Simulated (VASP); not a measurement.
# Ti (P6_3/mmc) in VASP: notebook

The runs below take Ti through single point, relaxation of cell and atoms, with r2SCAN.

Program: VASP 6.6.1. These are calculated values, not measurements. Logs are shortened: lines on timing, memory, paths and dates and some standing lists are left out, and cuts for length are marked.

### Step 1. The cell of the first run

It takes space group P6_3/mmc (No. 194, hexagonal). Conventional cell: a = 2.936 Å, b = 2.936 Å, c = 4.639 Å, α = 90.00°, β = 90.00°, γ = 120.00°. Ti (site symmetry -6m2) has 12 Ti at 2.87 to 2.94 Å within 3.8 Å.

### Step 2. Single point, r2SCAN

Input file POSCAR:

```
Ti
1.0
    2.9359119691      0.0000000000      0.0000000000
   -1.4679559845      2.5425743485      0.0000000000
    0.0000000000      0.0000000000      4.6390723759
Ti
2
Direct
    0.3333333333      0.6666666667      0.2500000000
    0.6666666667      0.3333333333      0.7500000000
```

Input file INCAR.step1:

```
SYSTEM = Ti
ALGO = Normal
EDIFF = 1E-4
ENCUT = 520
GGA = PE
ISMEAR = -1
LASPH = .True.
LCHARG = .False.
LREAL = .False.
LWAVE = .True.
NBANDS = 19
NELM = 100
PREC = Accurate
SIGMA = 0.05
```

Input file INCAR.step2:

```
SYSTEM = Ti
ALGO = Normal
EDIFF = 1E-6
ENCUT = 520
ISIF = 2
ISMEAR = -1
ISTART = 1
LASPH = .True.
LCHARG = .True.
LELF = .True.
LMIXTAU = .True.
LREAL = .False.
LVHAR = .True.
LWAVE = .False.
METAGGA = R2SCAN
NBANDS = 19
NELM = 100
PREC = Accurate
SIGMA = 0.05
```

Input file KPOINTS:

```
k-points
0
Gamma
  8 8 5
  0 0 0
```

Potentials or basis: VASP PAW PBE potentials, release 64 (Ti_sv).

Started as:

```console
> cat potpaw_PBE.64/Ti_sv/POTCAR > POTCAR
> cp INCAR.step1 INCAR
> mpirun -np 1 vasp_std > vasp.out
> cp INCAR.step2 INCAR
> mpirun -np 1 vasp_std > vasp.out
```

OUTCAR:

```text
SYSTEM = Ti
   EDIFF = 1E-6
   ENCUT = 520
   ISIF = 2
   ISMEAR = -1
   ISTART = 1
   LASPH = .True.
   LREAL = .False.
   METAGGA = R2SCAN
   NELM = 100
   PREC = Accurate

 ion  position               nearest neighbor table
   1  0.333  0.667  0.250-   2 2.87   2 2.87   2 2.87   2 2.87   2 2.87   2 2.87
   2  0.667  0.333  0.750-   1 2.87   1 2.87   1 2.87   1 2.87   1 2.87   1 2.87

  LATTYP: Found a hexagonal cell.
 ALAT       =     2.9359119691
 C/A-ratio  =     1.5801129001

  Lattice vectors:

 A1 = (   2.9359119691,   0.0000000000,   0.0000000000)
 A2 = (  -1.4679559845,   2.5425743485,   0.0000000000)
 A3 = (   0.0000000000,   0.0000000000,   4.6390723759)

Analysis of symmetry for initial positions (statically):
=====================================================================
 Subroutine PRICEL returns:
 Original cell was already a primitive cell.

 Routine SETGRP: Setting up the symmetry group for a
 hexagonal supercell.

 Subroutine GETGRP returns: Found 24 space group operations
 (whereof 12 operations were pure point group operations)
 out of a pool of 24 trial point group operations.

The static configuration has the point symmetry D_3d.
 The point group associated with its full space group is D_6h.

Analysis of symmetry for dynamics (positions and initial velocities):
=====================================================================
 Subroutine PRICEL returns:
 Original cell was already a primitive cell.

 Routine SETGRP: Setting up the symmetry group for a
 hexagonal supercell.

 Subroutine GETGRP returns: Found 24 space group operations
 (whereof 12 operations were pure point group operations)
 out of a pool of 24 trial point group operations.

The dynamic configuration has the point symmetry D_3d.
 The point group associated with its full space group is D_6h.

 Subroutine INISYM returns: Found 24 space group operations
 (whereof 12 operations are pure point group operations),
 and found     1 'primitive' translations

----------------------------------------------------------------------------------------

                                     Primitive cell

  volume of cell :      34.6296

  direct lattice vectors                    reciprocal lattice vectors
     2.935911969  0.000000000  0.000000000     0.340609668  0.196651083  0.000000000
    -1.467955985  2.542574349  0.000000000     0.000000000  0.393302167  0.000000000
     0.000000000  0.000000000  4.639072376     0.000000000  0.000000000  0.215560336

  length of vectors
     2.935911969  2.935911969  4.639072376     0.393302167  0.393302167  0.215560336

  position of ions in fractional coordinates (direct lattice)
     0.333333333  0.666666667  0.250000000
     0.666666667  0.333333333  0.750000000

  ion indices of the primitive-cell ions
   primitive index   ion index
                 1           1
                 2           2

----------------------------------------------------------------------------------------

 KPOINTS: k-points

Automatic generation of k-mesh.
 Grid dimensions read from file:
 generate k-points for:    8    8    5

 Generating k-lattice:

  Cartesian coordinates                     Fractional coordinates (reciprocal lattice)
     0.042576208  0.024581385  0.000000000     0.125000000  0.000000000  0.000000000
     0.000000000  0.049162771  0.000000000     0.000000000  0.125000000  0.000000000
     0.000000000  0.000000000  0.043112067     0.000000000  0.000000000  0.200000000

  Length of vectors
     0.049162771  0.049162771  0.043112067

  Shift w.r.t. Gamma in fractional coordinates (k-lattice)
     0.000000000  0.000000000  0.000000000

 Subroutine IBZKPT returns following result:
 ===========================================

 Found     30 irreducible k-points:

 Following reciprocal coordinates:
            Coordinates               Weight
  0.000000  0.000000  0.000000      1.000000
  0.125000 -0.000000  0.000000      6.000000
  0.250000 -0.000000  0.000000      6.000000
  0.375000 -0.000000  0.000000      6.000000
  0.500000 -0.000000  0.000000      3.000000
  0.125000  0.125000  0.000000      6.000000
[... 16 lines left out ...]
  0.250000 -0.000000  0.400000     12.000000
  0.375000 -0.000000  0.400000     12.000000
 [... further k-points ...]
   k-points           NKPTS =     30   k-points in BZ     NKDIM =     30   number of bands    NBANDS=     19
   number of dos      NEDOS =    301   number of ions     NIONS =      2
   total plane-waves  NPLWV =  20736
   dimension x,y,z NGX =    24 NGY =   24 NGZ =   36
   dimension x,y,z NGXF=    48 NGYF=   48 NGZF=   72
   ions per type =               2
   NGX,Y,Z   is equivalent  to a cutoff of  13.59, 13.59, 12.90 a.u.
   NGXF,Y,Z  is equivalent  to a cutoff of  27.18, 27.18, 25.80 a.u.
 SYSTEM =  Ti
   PREC   = accura    normal or accurate (medium, high low for compatibility)
   ISTART =      1    job   : 0-new  1-cont  2-samecut
   ICHARG =      0    charge: 1-file 2-atom 10-const
   ISPIN  =      1    spin polarized calculation?
   LNONCOLLINEAR =      F non collinear calculations
   LSORBIT =      F    spin-orbit coupling
   LASPH  =      T    aspherical Exc in radial PAW
   ENCUT  =  520.0 eV  38.22 Ry    6.18 a.u.   5.46  5.46  8.63*2*pi/ulx,y,z
   NELM   =    100;   NELMIN=  2; NELMDL=  0     # of ELM steps
   EDIFF  = 0.1E-05   stopping-criterion for ELM
   LREAL  =      F    real-space projection
   EDIFFG = 0.1E-04   stopping-criterion for IOM
   NSW    =      0    number of steps for IOM
   IBRION =     -1    ionic relax: 0-MD 1-quasi-New 2-CG
   NFREE  =      0    steps in history (QN), initial steepest desc. (CG)
   ISIF   =      2    stress and relaxation
   ISYM   =      2    0-nonsym 1-usesym 2-fastsym
   POTIM  = 0.5000    time-step for ionic-motion
   TEBEG  =    0.0;   TEEND  =   0.0 temperature during run
   PSTRESS=    0.0 pullay stress
   NELECT =      24.0000    total number of electrons
   NUPDOWN=      -1.0000    fix difference up-down
   EMIN   =  10.00;   EMAX   =-10.00  energy-range for DOS
   EFERMI =   0.00;   METHOD = LEGACY
   ISMEAR =    -1;   SIGMA  =   0.05  broadening in eV -4-tet -1-fermi 0-gaus
   EFERMI_NEDOS =   21; number of points for ismear=-14 and -15
   IALGO  =     38    algorithm
   IMIX   =      4    mixing-type and parameters
     AMIX     =   0.40;   BMIX     =  1.00
     AMIX_MAG =   1.60;   BMIX_MAG =  1.00
  volume/ion in A,a.u.               =      17.31       116.85
  Fermi-wavevector in a.u.,A,eV,Ry     =   1.448758  2.737756 28.557280  2.098901
  Thomas-Fermi vector in A             =   2.566563
   LORBIT       =      0    0 simple, 1 ext, 2 COOP (PROOUT), +10 PAW based schemes
   METAGGA = R2SCAN    functional components
   LHFCALC =     F    Hartree Fock is set to
   AEXX    =    0.0000 exact exchange contribution
   IVDW    =     0    specifies the selected vdW correction
   LEPSILON=     F    determine dielectric tensor
   LRPA    =     F    only Hartree local field effects (RPA)
 non-spin polarized calculation
  energy-cutoff  :      520.00
  volume of cell :       34.63
 maximum number of plane-waves:       965
 NGX is ok and might be reduce to    24
   NGX = 11   NGY = 11   NGZ = 17

 number of electron      24.0000002 magnetization

 Free energy of the ion-electron system (eV)
  ---------------------------------------------------
  ext. energy  EPLUGINS =         0.00000000
  ---------------------------------------------------
  free energy    TOTEN  =       -25.91139129 eV

  energy without entropy =      -25.90086328  energy(sigma->0) =      -25.90612729

 E-fermi :   8.4232     XC(G=0): -12.4126

 val. band max:        8.3774615934   @ k =   0.1250  -0.0000   0.0000
 cond. band min:       8.4629333954   @ k =   0.2500   0.2500   0.4000
 fundamental gap:      0.0854718020
 Fermi energy:         8.4232494956

 k-point     1 :       0.0000    0.0000    0.0000
  band No.  band energies     occupation
      1     -50.8085      2.00000
      2     -50.6620      2.00000
      3     -26.3804      2.00000
      4     -25.6972      2.00000
      5     -25.6971      2.00000
      6     -25.6335      2.00000
[... 11 lines left out ...]
     18      10.2433      0.00000
     19      11.8172      0.00000

 k-point     2 :       0.1250   -0.0000    0.0000
  band No.  band energies     occupation
      1     -50.7926      2.00000
      2     -50.6559      2.00000
      3     -26.3447      2.00000
      4     -25.7685      2.00000
      5     -25.7207      2.00000
      6     -25.6659      2.00000
[... 11 lines left out ...]
     18      10.1129      0.00000
     19      11.9397      0.00000

 k-point     3 :       0.2500   -0.0000    0.0000
  band No.  band energies     occupation
      1     -50.7523      2.00000
      2     -50.6432      2.00000
      3     -26.2491      2.00000
      4     -25.9435      2.00000
      5     -25.8362      2.00000
      6     -25.7746      2.00000
[... 11 lines left out ...]
     18      10.8495      0.00000
     19      12.1248      0.00000

 k-point     4 :       0.3750   -0.0000    0.0000
  band No.  band energies     occupation
      1     -50.7067      2.00000
      2     -50.6354      2.00000
      3     -26.1276      2.00000
      4     -26.1206      2.00000
      5     -25.9975      2.00000
      6     -25.8256      2.00000
[... 11 lines left out ...]
     18      11.7284      0.00000
     19      12.2322      0.00000

 k-point     5 :       0.5000   -0.0000    0.0000
  band No.  band energies     occupation
      1     -50.6837      2.00000
      2     -50.6361      2.00000
      3     -26.1941      2.00000
      4     -26.0623      2.00000
      5     -26.0564      2.00000
      6     -25.8462      2.00000
[... 11 lines left out ...]
     18      12.2633      0.00000
     19      12.9586      0.00000

 k-point     6 :       0.1250    0.1250    0.0000
  band No.  band energies     occupation
      1     -50.7644      2.00000
      2     -50.6466      2.00000
      3     -26.2788      2.00000
      4     -25.8674      2.00000
      5     -25.8304      2.00000
      6     -25.7254      2.00000
[... 11 lines left out ...]
     18      10.7384      0.00000
     19      12.0343      0.00000

 k-point     7 :       0.2500    0.1250    0.0000
  band No.  band energies     occupation
      1     -50.7210      2.00000
      2     -50.6367      2.00000
      3     -26.1682      2.00000
      4     -26.0304      2.00000
      5     -25.9590      2.00000
      6     -25.8090      2.00000
[... 11 lines left out ...]
     18      11.7452      0.00000
     19      12.1143      0.00000

 k-point     8 :       0.3750    0.1250    0.0000
  band No.  band energies     occupation
      1     -50.6840      2.00000
      2     -50.6360      2.00000
      3     -26.1547      2.00000
      4     -26.0580      2.00000
      5     -26.0325      2.00000
      6     -25.8759      2.00000
[... 256 lines left out ...]
 k-point    20 :       0.3750    0.2500    0.2000
  band No.  band energies     occupation
      1     -50.6601      2.00000
      2     -50.6441      2.00000
      3     -26.1525      2.00000
      4     -26.0839      2.00000
      5     -26.0269      2.00000
      6     -25.8592      2.00000
[... 11 lines left out ...]
     18      11.9274      0.00000
     19      14.2484      0.00000

 k-point    21 :       0.0000    0.0000    0.4000
  band No.  band energies     occupation
      1     -50.7583      2.00000
      2     -50.7130      2.00000
      3     -26.1293      2.00000
      4     -25.8986      2.00000
      5     -25.6610      2.00000
      6     -25.6610      2.00000
[... 11 lines left out ...]
     18      11.1932      0.00000
     19      11.6655      0.00000

 k-point    22 :       0.1250   -0.0000    0.4000
  band No.  band energies     occupation
      1     -50.7458      2.00000
      2     -50.7036      2.00000
      3     -26.1269      2.00000
      4     -25.9257      2.00000
      5     -25.7156      2.00000
      6     -25.6797      2.00000
[... 11 lines left out ...]
     18      11.2299      0.00000
     19      11.6618      0.00000

 k-point    23 :       0.2500   -0.0000    0.4000
  band No.  band energies     occupation
      1     -50.7148      2.00000
      2     -50.6811      2.00000
      3     -26.1491      2.00000
      4     -26.0321      2.00000
      5     -25.8137      2.00000
      6     -25.7324      2.00000
[... 11 lines left out ...]
     18      11.4300      0.00000
     19      11.6836      0.00000

 k-point    24 :       0.3750   -0.0000    0.4000
  band No.  band energies     occupation
      1     -50.6821      2.00000
      2     -50.6600      2.00000
      3     -26.2311      2.00000
      4     -26.1715      2.00000
      5     -25.8452      2.00000
      6     -25.7668      2.00000
[... 11 lines left out ...]
     18      11.8220      0.00000
     19      11.9221      0.00000

 [... further k-points ...]

------------------------ aborting loop because EDIFF is reached ----------------------------------------

  FORCE on cell =-STRESS in cart. coord.  units (eV):
  Direction    XX          YY          ZZ          XY          YZ          ZX
  --------------------------------------------------------------------------------------
  -------------------------------------------------------------------------------------
  Total        0.0800730      0.0800730      0.0684759      0.0000000      0.0000000      0.0000000
  in kB        3.7046657      3.7046657      3.1681133      0.0000000      0.0000000      0.0000000
  external PRESSURE =       3.5258149 kB  Pullay stress =       0.0000000 kB

 VOLUME and BASIS-vectors are now :
 -----------------------------------------------------------------------------
  energy-cutoff  :      520.00
  volume of cell :       34.63
      direct lattice vectors                 reciprocal lattice vectors
     2.935911969  0.000000000  0.000000000     0.340609668  0.196651083  0.000000000
    -1.467955985  2.542574349  0.000000000     0.000000000  0.393302167  0.000000000
     0.000000000  0.000000000  4.639072376     0.000000000  0.000000000  0.215560336

 POSITION                                       TOTAL-FORCE (eV/Angst)
 -----------------------------------------------------------------------------------
     -0.00000      1.69505      1.15977        -0.000000     -0.000000      0.000000
      1.46796      0.84752      3.47930         0.000000      0.000000      0.000000
 -----------------------------------------------------------------------------------
    total drift:                               -0.000000      0.000000     -0.000000

  FREE ENERGIE OF THE ION-ELECTRON SYSTEM (eV)
  ---------------------------------------------------
  free  energy   TOTEN  =       -25.9113912913 eV

  energy  without entropy=      -25.9008632827  energy(sigma->0) =      -25.90612729
```

Run time: 2.7 min. Hardware: 1 thread of Oxide Virtual Turin-like, shared host; peak memory 0.13 GiB.

Results:

```yaml
Free_energy: -25.9114 eV
Pressure: 0.4 GPa
Band_gap_on_the_k_mesh: zero (bands 12 and 13 overlap by 1.13 eV)
```

Levels at points of the mesh, in eV from the Fermi level:
```tsv
k point	band 10	band 11	band 12	band 13	band 14	band 15
(0.00, 0.00, 0.00)	-2.86	0.60	0.87	0.87	0.99	1.41
(0.50, 0.00, 0.00)	-2.29	-1.94	-0.84	0.61	0.71	1.28
```

Caveat: the PAW data sets were made with another functional, which shifts forces and pressure a little.

[end of part 1 of 2]
